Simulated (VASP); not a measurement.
# SnTe (P6_3/mmc) in VASP: a series of runs

The runs below take SnTe through single point, with PBE.

All numbers are computed with VASP 6.6.1; they aren't measurements. Logs are shortened: lines on timing, memory, paths and dates and some standing lists are left out, and cuts for length are marked.

**1. The cell of the first run**

The structure is hexagonal, space group P6_3/mmc (No. 194). The conventional cell has a = 4.876 Å, b = 4.876 Å, c = 5.845 Å, α = 90.00°, β = 90.00°, γ = 120.00°. Within 3.7 Å of Sn (site symmetry -6m2) lie 5 Te at 2.82 to 2.92 Å. Within 3.7 Å of Te (site symmetry -6m2) lie 5 Sn at 2.82 to 2.92 Å.

**2. Single point, PBE**

The input, INCAR:

```
SYSTEM = SnTe
PREC = Accurate
ENCUT = 520
EDIFF = 1E-7
ISMEAR = -1
SIGMA = 0.05
LREAL = .FALSE.
LASPH = .TRUE.
NELM = 60
ALGO = Normal
ISIF = 2
LWAVE = .FALSE.
LCHARG = .FALSE.
GGA = PE
NBANDS = 28
```

The input, KPOINTS:

```
Automatic mesh
0
G
  9 9 5
  0 0 0
```

The input, POSCAR:

```
SnTe
1.0
    4.8762324132      0.0000000000      0.0000000000
   -2.4381162066      4.2229411446      0.0000000000
    0.0000000000      0.0000000000      5.8450541688
Sn Te
2 2
Direct
    0.3333333333      0.6666666667     -0.0620019082
    0.6666666667      0.3333333333      0.4379980918
    0.3333333333      0.6666666667      0.4380019082
    0.6666666667      0.3333333333      0.9380019082
```

Potentials or basis: VASP PAW PBE potentials, release 64 (Sn_d, Te).

The run is started by

```sh
$ cat potpaw_PBE.64/Sn_d/POTCAR potpaw_PBE.64/Te/POTCAR > POTCAR
$ mpirun -np 1 vasp_std > vasp.out
```

OUTCAR:

```text
SYSTEM = SnTe
   PREC = Accurate
   ENCUT = 520
   EDIFF = 1E-7
   ISMEAR = -1
   LREAL = .FALSE.
   LASPH = .TRUE.
   NELM = 60
   ISIF = 2
   GGA = PE

 ion  position               nearest neighbor table
   1  0.333  0.667  0.938-   4 2.82   4 2.82   4 2.82   3 2.92   3 2.92
   2  0.667  0.333  0.438-   3 2.82   3 2.82   3 2.82   4 2.92   4 2.92
   3  0.333  0.667  0.438-   2 2.82   2 2.82   2 2.82   1 2.92   1 2.92
   4  0.667  0.333  0.938-   1 2.82   1 2.82   1 2.82   2 2.92   2 2.92

  LATTYP: Found a hexagonal cell.
 ALAT       =     4.8762324132
 C/A-ratio  =     1.1986824404

  Lattice vectors:

 A1 = (   4.8762324132,   0.0000000000,   0.0000000000)
 A2 = (  -2.4381162066,   4.2229411446,   0.0000000000)
 A3 = (   0.0000000000,   0.0000000000,   5.8450541688)

Analysis of symmetry for initial positions (statically):
=====================================================================
 Subroutine PRICEL returns:
 Original cell was already a primitive cell.

 Routine SETGRP: Setting up the symmetry group for a
 hexagonal supercell.

 Subroutine GETGRP returns: Found 24 space group operations
 (whereof  6 operations were pure point group operations)
 out of a pool of 24 trial point group operations.

The static configuration has the point symmetry C_3v.
 The point group associated with its full space group is D_6h.

Analysis of symmetry for dynamics (positions and initial velocities):
=====================================================================
 Subroutine PRICEL returns:
 Original cell was already a primitive cell.

 Routine SETGRP: Setting up the symmetry group for a
 hexagonal supercell.

 Subroutine GETGRP returns: Found 24 space group operations
 (whereof  6 operations were pure point group operations)
 out of a pool of 24 trial point group operations.

The dynamic configuration has the point symmetry C_3v.
 The point group associated with its full space group is D_6h.

 Subroutine INISYM returns: Found 24 space group operations
 (whereof  6 operations are pure point group operations),
 and found     1 'primitive' translations

----------------------------------------------------------------------------------------

                                     Primitive cell

  volume of cell :     120.3616

  direct lattice vectors                    reciprocal lattice vectors
     4.876232413  0.000000000  0.000000000     0.205076361  0.118400892  0.000000000
    -2.438116207  4.222941145  0.000000000     0.000000000  0.236801785  0.000000000
     0.000000000  0.000000000  5.845054169     0.000000000  0.000000000  0.171084813

  length of vectors
     4.876232413  4.876232413  5.845054169     0.236801785  0.236801785  0.171084813

  position of ions in fractional coordinates (direct lattice)
     0.333333333  0.666666667  0.937998092
     0.666666667  0.333333333  0.437998092
     0.333333333  0.666666667  0.438001908
     0.666666667  0.333333333  0.938001908

  ion indices of the primitive-cell ions
   primitive index   ion index
                 1           1
                 2           2
                 3           3
                 4           4

----------------------------------------------------------------------------------------

 KPOINTS: Automatic mesh

Automatic generation of k-mesh.
 Grid dimensions read from file:
 generate k-points for:    9    9    5

 Generating k-lattice:

  Cartesian coordinates                     Fractional coordinates (reciprocal lattice)
     0.022786262  0.013155655  0.000000000     0.111111111 -0.000000000  0.000000000
     0.000000000  0.026311309  0.000000000     0.000000000  0.111111111  0.000000000
     0.000000000  0.000000000  0.034216963     0.000000000  0.000000000  0.200000000

  Length of vectors
     0.026311309  0.026311309  0.034216963

  Shift w.r.t. Gamma in fractional coordinates (k-lattice)
     0.000000000  0.000000000  0.000000000

 Subroutine IBZKPT returns following result:
 ===========================================

 Found     36 irreducible k-points:

 Following reciprocal coordinates:
            Coordinates               Weight
  0.000000  0.000000  0.000000      1.000000
  0.111111 -0.000000  0.000000      6.000000
  0.222222 -0.000000  0.000000      6.000000
  0.333333 -0.000000  0.000000      6.000000
  0.444444 -0.000000  0.000000      6.000000
  0.111111  0.111111  0.000000      6.000000
[... 16 lines left out ...]
  0.333333  0.222222  0.200000     24.000000
  0.333333  0.333333  0.200000      4.000000
 [... further k-points ...]
   k-points           NKPTS =     36   k-points in BZ     NKDIM =     36   number of bands    NBANDS=     28
   number of dos      NEDOS =    301   number of ions     NIONS =      4
   total plane-waves  NPLWV =  62208
   dimension x,y,z NGX =    36 NGY =   36 NGZ =   48
   dimension x,y,z NGXF=    72 NGYF=   72 NGZF=   96
   ions per type =               2   2
   NGX,Y,Z   is equivalent  to a cutoff of  12.27, 12.27, 13.65 a.u.
   NGXF,Y,Z  is equivalent  to a cutoff of  24.55, 24.55, 27.30 a.u.
 SYSTEM =  SnTe
   PREC   = accura    normal or accurate (medium, high low for compatibility)
   ISTART =      0    job   : 0-new  1-cont  2-samecut
   ICHARG =      2    charge: 1-file 2-atom 10-const
   ISPIN  =      1    spin polarized calculation?
   LNONCOLLINEAR =      F non collinear calculations
   LSORBIT =      F    spin-orbit coupling
   LASPH  =      T    aspherical Exc in radial PAW
   ENCUT  =  520.0 eV  38.22 Ry    6.18 a.u.   9.07  9.07 10.87*2*pi/ulx,y,z
   NELM   =     60;   NELMIN=  2; NELMDL= -5     # of ELM steps
   EDIFF  = 0.1E-06   stopping-criterion for ELM
   LREAL  =      F    real-space projection
   EDIFFG = 0.1E-05   stopping-criterion for IOM
   NSW    =      0    number of steps for IOM
   IBRION =     -1    ionic relax: 0-MD 1-quasi-New 2-CG
   NFREE  =      0    steps in history (QN), initial steepest desc. (CG)
   ISIF   =      2    stress and relaxation
   ISYM   =      2    0-nonsym 1-usesym 2-fastsym
   POTIM  = 0.5000    time-step for ionic-motion
   TEBEG  =    0.0;   TEEND  =   0.0 temperature during run
   PSTRESS=    0.0 pullay stress
   NELECT =      40.0000    total number of electrons
   NUPDOWN=      -1.0000    fix difference up-down
   EMIN   =  10.00;   EMAX   =-10.00  energy-range for DOS
   EFERMI =   0.00;   METHOD = LEGACY
   ISMEAR =    -1;   SIGMA  =   0.05  broadening in eV -4-tet -1-fermi 0-gaus
   EFERMI_NEDOS =   21; number of points for ismear=-14 and -15
   IALGO  =     38    algorithm
   IMIX   =      4    mixing-type and parameters
     AMIX     =   0.40;   BMIX     =  1.00
     AMIX_MAG =   1.60;   BMIX_MAG =  1.00
  volume/ion in A,a.u.               =      30.09       203.06
  Fermi-wavevector in a.u.,A,eV,Ry     =   1.133963  2.142879 17.495348  1.285872
  Thomas-Fermi vector in A             =   2.270666
   LORBIT       =      0    0 simple, 1 ext, 2 COOP (PROOUT), +10 PAW based schemes
   GGA     = PE    functional components
   LHFCALC =     F    Hartree Fock is set to
   AEXX    =    0.0000 exact exchange contribution
   IVDW    =     0    specifies the selected vdW correction
   LEPSILON=     F    determine dielectric tensor
   LRPA    =     F    only Hartree local field effects (RPA)
 non-spin polarized calculation
  energy-cutoff  :      520.00
  volume of cell :      120.36
 maximum number of plane-waves:      3258
   NGX = 19   NGY = 19   NGZ = 21

 number of electron      39.9999984 magnetization

 Free energy of the ion-electron system (eV)
  ---------------------------------------------------
  ext. energy  EPLUGINS =         0.00000000
  ---------------------------------------------------
  free energy    TOTEN  =       -12.69313265 eV

  energy without entropy =      -12.67274190  energy(sigma->0) =      -12.68293727

 E-fermi :   7.7859     XC(G=0):  -9.4119

 val. band max:        7.7641983116   @ k =   0.3333   0.3333   0.4000
 cond. band min:       7.7860555665   @ k =   0.3333   0.2222   0.4000
 fundamental gap:      0.0218572548
 Fermi energy:         7.7858541795

 k-point     1 :       0.0000    0.0000    0.0000
  band No.  band energies     occupation
      1     -14.3608      2.00000
      2     -14.3241      2.00000
      3     -14.3241      2.00000
      4     -14.3230      2.00000
      5     -14.3230      2.00000
      6     -14.3060      2.00000
[... 20 lines left out ...]
     27      11.8898      0.00000
     28      12.0552      0.00000

 k-point     2 :       0.1111   -0.0000    0.0000
  band No.  band energies     occupation
      1     -14.3607      2.00000
      2     -14.3251      2.00000
      3     -14.3239      2.00000
      4     -14.3221      2.00000
      5     -14.3213      2.00000
      6     -14.3055      2.00000
[... 20 lines left out ...]
     27      11.7111      0.00000
     28      12.3555      0.00000

 k-point     3 :       0.2222   -0.0000    0.0000
  band No.  band energies     occupation
      1     -14.3604      2.00000
      2     -14.3290      2.00000
      3     -14.3225      2.00000
      4     -14.3181      2.00000
      5     -14.3180      2.00000
      6     -14.3045      2.00000
[... 20 lines left out ...]
     27      12.4733      0.00000
     28      12.9056      0.00000

 k-point     4 :       0.3333   -0.0000    0.0000
  band No.  band energies     occupation
      1     -14.3596      2.00000
      2     -14.3334      2.00000
      3     -14.3206      2.00000
      4     -14.3145      2.00000
      5     -14.3132      2.00000
      6     -14.3042      2.00000
[... 578 lines left out ...]
     27      12.7683      0.00000
     28      13.3827      0.00000

 k-point    23 :       0.3333    0.2222    0.2000
  band No.  band energies     occupation
      1     -14.3494      2.00000
      2     -14.3389      2.00000
      3     -14.3190      2.00000
      4     -14.3121      2.00000
      5     -14.3106      2.00000
      6     -14.3097      2.00000
[... 20 lines left out ...]
     27      12.6423      0.00000
     28      13.8086      0.00000

 k-point    24 :       0.3333    0.3333    0.2000
  band No.  band energies     occupation
      1     -14.3444      2.00000
      2     -14.3444      2.00000
      3     -14.3189      2.00000
      4     -14.3112      2.00000
      5     -14.3097      2.00000
      6     -14.3097      2.00000
[... 20 lines left out ...]
     27      13.0085      0.00000
     28      13.5476      0.00000

 [... further k-points ...]
[... 5 lines left out ...]
  --------------------------------------------------------------------------------------
  -------------------------------------------------------------------------------------
  Total       13.2079368     13.2079368     13.2260306      0.0000000     -0.0000000      0.0000000
  in kB      175.8156774    175.8156774    176.0565307      0.0000000     -0.0000000      0.0000000
  external PRESSURE =     175.8959619 kB  Pullay stress =       0.0000000 kB

 VOLUME and BASIS-vectors are now :
 -----------------------------------------------------------------------------
  energy-cutoff  :      520.00
  volume of cell :      120.36
      direct lattice vectors                 reciprocal lattice vectors
     4.876232413  0.000000000  0.000000000     0.205076361  0.118400892  0.000000000
    -2.438116207  4.222941145  0.000000000     0.000000000  0.236801785  0.000000000
     0.000000000  0.000000000  5.845054169     0.000000000  0.000000000  0.171084813

 POSITION                                       TOTAL-FORCE (eV/Angst)
 -----------------------------------------------------------------------------------
     -0.00000      2.81529      5.48265         0.000000      0.000000     -0.000000
      2.43812      1.40765      2.56012         0.000000      0.000000     -0.000000
     -0.00000      2.81529      2.56014         0.000000     -0.000000      0.000000
      2.43812      1.40765      5.48267        -0.000000      0.000000      0.000000
 -----------------------------------------------------------------------------------
    total drift:                               -0.000000      0.000000     -0.009423

  FREE ENERGIE OF THE ION-ELECTRON SYSTEM (eV)
  ---------------------------------------------------
  free  energy   TOTEN  =       -12.6931326492 eV

  energy  without entropy=      -12.6727419004  energy(sigma->0) =      -12.68293727
```

It took 3.2 min on 1 thread of Intel Xeon 8259CL, shared host; peak memory 0.31 GiB.

Results:

```yaml
Free_energy: -12.6931 eV
Pressure: 17.6 GPa
Band_gap_on_the_k_mesh: zero (bands 20 and 21 overlap by 0.21 eV)
```

Caveat: the cell stands under pressure; semilocal functionals underestimate gaps, and a narrow one can read as zero; spin-orbit coupling is left out, which moves the levels of the heavy elements.

(Continued in part 2 of 2.)

The gap in the log of VASP goes by the Fermi energy; the results here count the filled bands.